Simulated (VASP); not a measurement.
TiAgHg2, 4 atoms in the cell. Symmetry: P4/mmm, No. 123, tetragonal system. Conventional cell: a = 4.191 Å, b = 4.191 Å, c = 4.060 Å, α = 90.00°, β = 90.00°, γ = 90.00°. Ti (site symmetry 4/mmm) has 8 Hg at 2.92 Å and 4 Ag at 2.96 Å within 3.8 Å. Within 3.8 Å of Ag (site symmetry 4/mmm) lie 8 Hg at 2.92 Å and 4 Ti at 2.96 Å. Hg (site symmetry mmm) has 4 Ti at 2.92 Å and 4 Ag at 2.92 Å and 4 Hg at 2.96 Å within 3.8 Å.  This cell differs from its parent crystal: equal xx and yy strain of +1 %.

```yaml
Program: VASP 6.6.1
Task: single point
Functional: PBEsol
Potentials_or_basis: VASP PAW PBE potentials, release 64 (Ti_sv, Ag, Hg)
Cutoff: 520 eV
k_mesh: 8 × 8 × 8
Occupations: fermi-dirac, width 0.03 eV
Spin: no spin polarisation
Dipole_correction: no
Further_INCAR_settings: ALGO = Normal; EDIFF = 1e-06; NBANDS = 32
```

Potentials or basis: VASP PAW PBE potentials, release 64 (Ti_sv, Ag, Hg).

Run with:

```bash
$ cat potpaw_PBE.64/Ti_sv/POTCAR potpaw_PBE.64/Ag/POTCAR potpaw_PBE.64/Hg/POTCAR > POTCAR
$ mpirun -np 1 vasp_std > vasp.out
```

Hardware: 1 thread of AMD EPYC 9R45 96-Core Processor (Zen 5), with other jobs on the host.

Q: Estimate the wall time of this run.

A: Wall time 74 s on 1 thread of AMD EPYC 9R45 96-Core Processor (Zen 5), with other jobs on the host, peak memory 0.27 GiB. Counts: scf iterations 13, k points 75.
